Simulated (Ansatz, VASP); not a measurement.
## Two plane-wave programs on BN

```
CELL_PARAMETERS angstrom
-1.30710 1.30710 4.34716
1.30710 -1.30710 4.34716
1.30710 1.30710 -4.34716
ATOMIC_POSITIONS crystal
B 0.83575 0.83575 0.00000
B 0.58575 0.08575 0.50000
N 0.66425 0.66425 0.00000
N 0.41425 0.91425 0.50000
```

Alike in both runs: functional PBE; k mesh 10 × 10 × 10; occupations gaussian, width 0.1 eV; no spin polarisation.

Ansatz relaxed the structure, and its values are those at the end. VASP's run is a single point on that final structure, the one shown.

```csv
,VASP,Ansatz
version,VASP 6.6.1,Ansatz 0.2.0
potentials or method,"VASP PAW PBE potentials, release 64 (B, N), cutoff 520 eV","scalar-relativistic, plane waves, PAW"
valence electrons in the cell,16,16
```

```csv
,VASP,Ansatz,Ansatz less VASP
gap on the k mesh at the Fermi level (eV),none,none,-
pressure (GPa),0.3,0.2,-0.07
rms of the force components (eV/Å),0.007,0.004,-0.0031
```

A gap of «none» marks a metal or a gap that the smearing closes. The functional is the same, so the differences come from potentials, cutoffs and numerics.
